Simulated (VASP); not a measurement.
# BaTiO3 in VASP: single point with PBE

Aim: the single point of BaTiO3 with PBE.

All numbers are computed with VASP 6.6.1; they aren't measurements. Logs are shortened: lines on timing, memory, paths and dates and some standing lists are left out, and cuts for length are marked.

**1. The cell of the first run**

The cell holds a slab with vacuum, 30 atoms: a = 5.668 Å, b = 8.015 Å, c = 19.085 Å, α = 90.00°, β = 90.00°, γ = 90.00°.

**2. Single point, PBE**

File INCAR:

```
SYSTEM = BaTiO3
PREC = Accurate
ENCUT = 520
EDIFF = 1E-6
ISMEAR = -1
SIGMA = 0.05
LREAL = Auto
LASPH = .True.
NELM = 60
ALGO = Normal
ISIF = 2
LWAVE = .False.
LCHARG = .True.
GGA = PE
LELF = .True.
LVHAR = .True.
NBANDS = 141
```

File KPOINTS:

```
regular mesh
0
Gamma
  2 2 1
  0 0 0
```

File POSCAR:

```
BaTiO3
1.0
    5.6677180000      0.0000000000      0.0000000000
    0.0000000000      8.0153630000      0.0000000000
    0.0000000000      0.0000000000     19.0846470000
Ba Ti O
6 6 18
Direct
    0.5000072340      0.2499949160      0.0523981397
   -0.0144679040      0.2781533413      0.2185264417
    0.4519455626      0.2822829110      0.3894858522
    0.5000072340      0.7499972241      0.0523981397
    0.0061223935      0.7878620095      0.2170278549
    0.4356779924      0.7521555792      0.4214277581
    0.0000000000      0.0000000000      0.0523981397
    0.5193624665      0.0458120237      0.2185369213
   -0.0677168483      0.0175163620      0.3830251615
    0.0000000000      0.5000023081      0.0523981397
    0.4978017608      0.5248670584      0.2181701343
   -0.0423803725      0.4989917487      0.3744056676
    0.2499947951      0.0000000000      0.1266410639
    0.7500020290      0.0000000000      0.1266410639
    0.0000000000      0.2499949160      0.0523981397
    0.7510959437      0.0349703438      0.2804715225
    0.2694029590      0.0544953485      0.2771128017
    0.5274609640      0.2433202339      0.1847820397
    0.1957401550      0.0150710579      0.4334531312
    0.6589424527      0.0156449558      0.4370843223
   -0.0600594454      0.2670496645      0.3587386238
    0.2499947951      0.5000023081      0.1266410639
    0.7500020290      0.5000023081      0.1266410639
    0.0000000000      0.7499972241      0.0523981397
    0.7094389664      0.5156722160      0.2825936471
    0.2500830140      0.4859043814      0.2738379180
    0.4923851187      0.7477016325      0.1958747259
    0.1670160724      0.4921049739      0.4410770605
    0.6825321937      0.4953487447      0.4267461693
    0.0059283119      0.7897458917      0.3453508991
```

Potentials or basis: VASP PAW PBE potentials, release 64 (Ba_sv, Ti_sv, O).

The run is started by

```console
$ cat potpaw_PBE.64/Ba_sv/POTCAR potpaw_PBE.64/Ti_sv/POTCAR potpaw_PBE.64/O/POTCAR > POTCAR
$ mpirun -np 1 vasp_std > vasp.out
```

OUTCAR:

```text
SYSTEM = BaTiO3
   PREC = Accurate
   ENCUT = 520
   EDIFF = 1E-6
   ISMEAR = -1
   LREAL = Auto
   LASPH = .True.
   NELM = 60
   ISIF = 2
   GGA = PE

 ion  position               nearest neighbor table
   1  0.500  0.250  0.052-  18 2.53  14 2.83  15 2.83  13 2.83  23 2.83  15 2.83  22 2.83   7 3.47
                            10 3.47   7 3.47  10 3.47   8 3.57   4 4.01   4 4.01   2 4.20   2 4.31
   2  0.986  0.278  0.219-  26 2.48  16 2.64  17 2.66  18 2.69  21 2.69  25 2.75  23 2.83  22 2.91
                            14 3.13  18 3.15  15 3.18  13 3.21   8 3.23  11 3.40  12 3.47  11 3.51
   3  0.452  0.282  0.389-  29 2.27  28 2.53  20 2.60  19 2.72  21 2.83  21 2.96  26 2.97  17 3.00
                            25 3.13  12 3.31  16 3.34  12 3.36   9 3.45   9 3.63   8 3.79  11 3.81
   4  0.500  0.750  0.052-  27 2.74  23 2.83  24 2.83  14 2.83  22 2.83  13 2.83  24 2.83  10 3.47
                             7 3.47  10 3.47   7 3.47  11 3.64   1 4.01   1 4.01   5 4.22   5 4.27
   5  0.006  0.788  0.217-  30 2.45  16 2.73  13 2.79  27 2.80  14 2.82  17 2.85  27 2.96  26 2.99
                            25 3.03  24 3.16  22 3.20  23 3.23   8 3.45  11 3.49   8 3.57  11 3.57
   6  0.436  0.752  0.421-  20 2.48  29 2.49  19 2.52  28 2.61  30 2.85  12 3.50   9 3.60   9 3.63
                            12 3.70   3 3.82   3 4.29   5 4.61
   7  0.000  0.000  0.052-  13 2.00  15 2.00  14 2.00  24 2.00   1 3.47   4 3.47   1 3.47   4 3.47
                             5 3.57
   8  0.519  0.046  0.219-  18 1.71  16 1.77  17 1.81  14 2.22  13 2.35  27 2.43   2 3.23   5 3.45
                             2 3.55   5 3.57   1 3.57   3 3.79
   9  0.932  0.018  0.383-  19 1.78  20 1.86  30 2.01  21 2.05  16 2.21   3 3.45   6 3.60   3 3.63
                             6 3.63   5 3.69   2 3.78
  10  0.000  0.500  0.052-  22 2.00  24 2.00  23 2.00  15 2.00   4 3.47   1 3.47   4 3.47   1 3.47
                             2 3.64
  11  0.498  0.525  0.218-  25 1.72  26 1.79  27 1.84  22 2.25  23 2.27  18 2.35   2 3.40   5 3.49
                             2 3.51   5 3.57   4 3.64   3 3.81
  12  0.958  0.499  0.374-  28 1.74  29 1.85  21 1.89  25 2.25  30 2.41   3 3.31   3 3.36   2 3.47
                             6 3.50   6 3.70   5 3.80
  13  0.250  0.000  0.127-   7 2.00   8 2.35   5 2.79   1 2.83   4 2.83   2 3.21
  14  0.750  0.000  0.127-   7 2.00   8 2.22   5 2.82   1 2.83   4 2.83   2 3.13
  15  0.000  0.250  0.052-   7 2.00  10 2.00   1 2.83   1 2.83   2 3.18
  16  0.751  0.035  0.280-   8 1.77   9 2.21   2 2.64   5 2.73   3 3.34
  17  0.269  0.054  0.277-   8 1.81   2 2.66   5 2.85   3 3.00
  18  0.527  0.243  0.185-   8 1.71  11 2.35   1 2.53   2 2.69   2 3.15
  19  0.196  0.015  0.433-   9 1.78   6 2.52   3 2.72
  20  0.659  0.016  0.437-   9 1.86   6 2.48   3 2.60
  21  0.940  0.267  0.359-  12 1.89   9 2.05   2 2.69   3 2.83   3 2.96
  22  0.250  0.500  0.127-  10 2.00  11 2.25   4 2.83   1 2.83   2 2.91   5 3.20
  23  0.750  0.500  0.127-  10 2.00  11 2.27   2 2.83   4 2.83   1 2.83   5 3.23
  24  0.000  0.750  0.052-  10 2.00   7 2.00   4 2.83   4 2.83   5 3.16
  25  0.709  0.516  0.283-  11 1.72  12 2.25   2 2.75   5 3.03   3 3.13
  26  0.250  0.486  0.274-  11 1.79   2 2.48   3 2.97   5 2.99
  27  0.492  0.748  0.196-  11 1.84   8 2.43   4 2.74   5 2.80   5 2.96
  28  0.167  0.492  0.441-  12 1.74   3 2.53   6 2.61
  29  0.683  0.495  0.427-  12 1.85   3 2.27   6 2.49
  30  0.006  0.790  0.345-   9 2.01  12 2.41   5 2.45   6 2.85

  LATTYP: Found a simple orthorhombic cell.
 ALAT       =     5.6677180000
 B/A-ratio  =     1.4142134453
 C/A-ratio  =     3.3672541577

  Lattice vectors:

 A1 = (   5.6677180000,   0.0000000000,   0.0000000000)
 A2 = (   0.0000000000,   8.0153630000,   0.0000000000)
 A3 = (   0.0000000000,   0.0000000000,  19.0846470000)

Analysis of symmetry for initial positions (statically):
=====================================================================
 Subroutine PRICEL returns:
 Original cell was already a primitive cell.

 Routine SETGRP: Setting up the symmetry group for a
 simple orthorhombic supercell.

 Subroutine GETGRP returns: Found  1 space group operations
 (whereof  1 operations were pure point group operations)
 out of a pool of  8 trial point group operations.

The static configuration has the point symmetry C_1 .

Analysis of symmetry for dynamics (positions and initial velocities):
=====================================================================
 Subroutine PRICEL returns:
 Original cell was already a primitive cell.

 Routine SETGRP: Setting up the symmetry group for a
 simple orthorhombic supercell.

 Subroutine GETGRP returns: Found  1 space group operations
 (whereof  1 operations were pure point group operations)
 out of a pool of  8 trial point group operations.

The dynamic configuration has the point symmetry C_1 .

 Subroutine INISYM returns: Found  1 space group operations
 (whereof  1 operations are pure point group operations),
 and found     1 'primitive' translations

----------------------------------------------------------------------------------------

                                     Primitive cell

  volume of cell :     866.9929

  direct lattice vectors                    reciprocal lattice vectors
     5.667718000  0.000000000  0.000000000     0.176437854  0.000000000  0.000000000
     0.000000000  8.015363000  0.000000000     0.000000000  0.124760413  0.000000000
     0.000000000  0.000000000 19.084647000     0.000000000  0.000000000  0.052398140

  length of vectors
     5.667718000  8.015363000 19.084647000     0.176437854  0.124760413  0.052398140

  position of ions in fractional coordinates (direct lattice)
     0.500007234  0.249994916  0.052398140
     0.985532096  0.278153341  0.218526442
     0.451945563  0.282282911  0.389485852
     0.500007234  0.749997224  0.052398140
     0.006122394  0.787862010  0.217027855
     0.435677992  0.752155579  0.421427758
[... 22 lines left out ...]
     0.682532194  0.495348745  0.426746169
     0.005928312  0.789745892  0.345350899

  ion indices of the primitive-cell ions
   primitive index   ion index
                 1           1
                 2           2
                 3           3
                 4           4
                 5           5
                 6           6
[... 22 lines left out ...]
                29          29
                30          30

----------------------------------------------------------------------------------------

 KPOINTS: regular mesh

Automatic generation of k-mesh.
 Grid dimensions read from file:
 generate k-points for:    2    2    1

 Generating k-lattice:

  Cartesian coordinates                     Fractional coordinates (reciprocal lattice)
     0.088218927  0.000000000  0.000000000     0.500000000  0.000000000  0.000000000
     0.000000000  0.062380207  0.000000000     0.000000000  0.500000000  0.000000000
     0.000000000  0.000000000  0.052398140     0.000000000  0.000000000  1.000000000

  Length of vectors
     0.088218927  0.062380207  0.052398140

  Shift w.r.t. Gamma in fractional coordinates (k-lattice)
     0.000000000  0.000000000  0.000000000

 Subroutine IBZKPT returns following result:
 ===========================================

 Found      4 irreducible k-points:

 Following reciprocal coordinates:
            Coordinates               Weight
  0.000000  0.000000  0.000000      1.000000
  0.500000  0.000000  0.000000      1.000000
  0.000000  0.500000  0.000000      1.000000
  0.500000  0.500000  0.000000      1.000000
   k-points           NKPTS =      4   k-points in BZ     NKDIM =      4   number of bands    NBANDS=    141
   number of dos      NEDOS =    301   number of ions     NIONS =     30
   total plane-waves  NPLWV = 362880
   dimension x,y,z NGX =    42 NGY =   60 NGZ =  144
   dimension x,y,z NGXF=    84 NGYF=  120 NGZF=  288
   ions per type =               6   6  18
   NGX,Y,Z   is equivalent  to a cutoff of  12.32, 12.44, 12.54 a.u.
   NGXF,Y,Z  is equivalent  to a cutoff of  24.64, 24.89, 25.09 a.u.
 SYSTEM =  BaTiO3
   PREC   = accura    normal or accurate (medium, high low for compatibility)
   ISTART =      0    job   : 0-new  1-cont  2-samecut
   ICHARG =      2    charge: 1-file 2-atom 10-const
   ISPIN  =      1    spin polarized calculation?
   LNONCOLLINEAR =      F non collinear calculations
   LSORBIT =      F    spin-orbit coupling
   LASPH  =      T    aspherical Exc in radial PAW
   ENCUT  =  520.0 eV  38.22 Ry    6.18 a.u.  10.54 14.90 35.48*2*pi/ulx,y,z
   NELM   =     60;   NELMIN=  2; NELMDL= -5     # of ELM steps
   EDIFF  = 0.1E-05   stopping-criterion for ELM
   LREAL  =      T    real-space projection
   EDIFFG = 0.1E-04   stopping-criterion for IOM
   NSW    =      0    number of steps for IOM
   IBRION =     -1    ionic relax: 0-MD 1-quasi-New 2-CG
   NFREE  =      0    steps in history (QN), initial steepest desc. (CG)
   ISIF   =      2    stress and relaxation
   ISYM   =      2    0-nonsym 1-usesym 2-fastsym
   POTIM  = 0.5000    time-step for ionic-motion
   TEBEG  =    0.0;   TEEND  =   0.0 temperature during run
   PSTRESS=    0.0 pullay stress
   NELECT =     240.0000    total number of electrons
   NUPDOWN=      -1.0000    fix difference up-down
   EMIN   =  10.00;   EMAX   =-10.00  energy-range for DOS
   EFERMI =   0.00;   METHOD = LEGACY
   ISMEAR =    -1;   SIGMA  =   0.05  broadening in eV -4-tet -1-fermi 0-gaus
   EFERMI_NEDOS =   21; number of points for ismear=-14 and -15
   IALGO  =     38    algorithm
   IMIX   =      4    mixing-type and parameters
     AMIX     =   0.40;   BMIX     =  1.00
     AMIX_MAG =   1.60;   BMIX_MAG =  1.00
  volume/ion in A,a.u.               =      28.90       195.03
  Fermi-wavevector in a.u.,A,eV,Ry     =   1.066940  2.016225 15.488346  1.138361
  Thomas-Fermi vector in A             =   2.202541
   LORBIT       =      0    0 simple, 1 ext, 2 COOP (PROOUT), +10 PAW based schemes
   GGA     = PE    functional components
   LHFCALC =     F    Hartree Fock is set to
   AEXX    =    0.0000 exact exchange contribution
   IVDW    =     0    specifies the selected vdW correction
   LEPSILON=     F    determine dielectric tensor
   LRPA    =     F    only Hartree local field effects (RPA)
 non-spin polarized calculation
  energy-cutoff  :      520.00
  volume of cell :      866.99
 maximum number of plane-waves:     23462
   NGX = 21   NGY = 29   NGZ = 71

 number of electron     239.9999956 magnetization

 Free energy of the ion-electron system (eV)
  ---------------------------------------------------
  ext. energy  EPLUGINS =         0.00000000
  ---------------------------------------------------
  free energy    TOTEN  =      -223.46445264 eV

  energy without entropy =     -223.30004258  energy(sigma->0) =     -223.38224761

 E-fermi :  -0.2866     XC(G=0):  -6.0765

 val. band max:       -0.2952442269   @ k =   0.0000   0.5000   0.0000
 cond. band min:      -0.2841363838   @ k =   0.0000   0.5000   0.0000
 fundamental gap:      0.0111078431
 Fermi energy:        -0.2865640894

 k-point     1 :       0.0000    0.0000    0.0000
  band No.  band energies     occupation
      1     -58.9155      2.00000
      2     -58.9028      2.00000
      3     -56.3021      2.00000
      4     -56.0871      2.00000
      5     -56.0256      2.00000
      6     -55.8562      2.00000
[... 529 lines left out ...]
    131       2.0229      0.00000
    132       2.0689      0.00000
 [bands above 132 left out]

------------------------ aborting loop because EDIFF is reached ----------------------------------------

  FORCE on cell =-STRESS in cart. coord.  units (eV):
  Direction    XX          YY          ZZ          XY          YZ          ZX
  --------------------------------------------------------------------------------------
  -------------------------------------------------------------------------------------
  Total       20.6077556     14.6134270    -14.9939605      2.3248749     -0.3852249      6.8428689
  in kB       38.0825234     27.0051812    -27.7083959      4.2963001     -0.7118843     12.6454196
  external PRESSURE =      12.4597696 kB  Pullay stress =       0.0000000 kB

 VOLUME and BASIS-vectors are now :
 -----------------------------------------------------------------------------
  energy-cutoff  :      520.00
  volume of cell :      866.99
      direct lattice vectors                 reciprocal lattice vectors
     5.667718000  0.000000000  0.000000000     0.176437854  0.000000000  0.000000000
     0.000000000  8.015363000  0.000000000     0.000000000  0.124760413  0.000000000
     0.000000000  0.000000000 19.084647000     0.000000000  0.000000000  0.052398140

 POSITION                                       TOTAL-FORCE (eV/Angst)
 -----------------------------------------------------------------------------------
      2.83390      2.00380      1.00000        -0.025964      0.055858      1.729162
      5.58572      2.22950      4.17050         0.672017     -0.628444     -0.238822
      2.56150      2.26260      7.43320        -1.159278     -2.661730     -0.789368
      2.83390      6.01150      1.00000        -0.020973      0.061168      2.290441
      0.03470      6.31500      4.14190         0.121203     -0.601470      0.389479
      2.46930      6.02880      8.04280        -0.393155      0.398475     -0.267383
[... 22 lines left out ...]
      3.86840      3.97040      8.14430         2.606442      1.998080      0.415015
      0.03360      6.33010      6.59090        -0.660510     -0.557532      1.793458
 -----------------------------------------------------------------------------------
    total drift:                                0.027136     -0.019844     -0.004537

  FREE ENERGIE OF THE ION-ELECTRON SYSTEM (eV)
  ---------------------------------------------------
  free  energy   TOTEN  =      -223.4644526373 eV

  energy  without entropy=     -223.3000425780  energy(sigma->0) =     -223.38224761
```

It took 60 min on 1 thread of Intel Xeon 8259CL, shared host; peak memory 0.92 GiB.

What came out:

| Property | Result |
| --- | --- |
| Free energy | -223.4645 eV |
| Largest force | 7.497 eV/Å |
| Band gap on the k mesh | zero (bands 120 and 121 overlap by 0.04 eV) |

Forces on the atoms (eV/Å):
```
Ba  -0.026  0.056  1.729
Ba   0.672 -0.628 -0.239
Ba  -1.159 -2.662 -0.789
Ba  -0.021  0.061  2.290
Ba   0.121 -0.601  0.389
Ba  -0.393  0.398 -0.267
Ti   0.132  0.156  7.391
Ti  -2.138 -4.219  1.585
Ti  -0.281 -0.161 -0.829
Ti   0.036  0.057  7.497
Ti  -0.880 -0.236 -0.648
Ti  -1.653  0.097  0.326
O   -1.624  0.083 -4.027
O    1.738 -0.329 -3.987
O   -0.025  0.031 -2.226
O    0.417 -0.293  0.197
O    0.316 -0.278 -0.717
O   -0.300  4.025 -0.930
O   -1.134  0.481  0.542
O    2.538 -0.062 -0.535
O    0.429 -0.209  0.093
O   -1.663 -0.045 -4.124
O    1.580  0.292 -3.869
O    0.004  0.043 -2.232
O    1.936  0.012  0.569
O   -0.619  0.826  0.737
O    0.094  0.903 -0.370
O   -0.042  0.763  0.235
O    2.606  1.998  0.415
O   -0.661 -0.558  1.793
```

Caveat: the k points lie up to 0.55 Å⁻¹ apart; the atoms stand as in a frame of molecular dynamics; there is no dipole correction, which matters where the two faces differ; spin-orbit coupling is left out, which moves the levels of the heavy elements.
